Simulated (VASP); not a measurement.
Runs of VASP 6.6.1 on SiF. The structure is that of space group R-3m (No. 166), or close to it. The cells are those of the table. 

```csv
level,cell,k mesh,grid for exact exchange (PRECFOCK),share of exact exchange,gap on the mesh (eV),pressure (GPa)
r2SCAN0,"a = 4.108 Å, angles 37.2°, 2 atoms",6 × 6 × 6,Normal,0.25,none,1.6
PBE,"a = 4.165 Å, angles 37.2°, 2 atoms",12 × 12 × 12,-,-,none,(b)
r2SCAN0,"a = 4.221 Å, angles 37.2°, 2 atoms",6 × 6 × 6,Normal,0.25,none,-5.9
r2SCAN0,"a = 4.137 Å, angles 37.2°, 2 atoms",6 × 6 × 6,Normal,0.25,none,(a)
r2SCAN0,"a = 4.249 Å, angles 37.2°, 2 atoms",6 × 6 × 6,Normal,0.25,none,-7.4
```

Alike in all rows: task single point; potentials or basis VASP PAW PBE potentials, release 64 (Si, F); no spin polarisation; cutoff (eV) 520; smearing fermi-dirac 0.05 eV.

Problem. Estimate the missing entries.

Solution. (a) -0.5; (b) 1.8.

Caveats: some runs use coarse meshes; an odd number of electrons without spin polarisation forces a metal; a magnetic or distorted state may lie lower; the PAW data sets were made with another functional, which shifts forces and pressure a little (at least some runs).

A gap of «none» marks levels without a gap at the run's occupations.
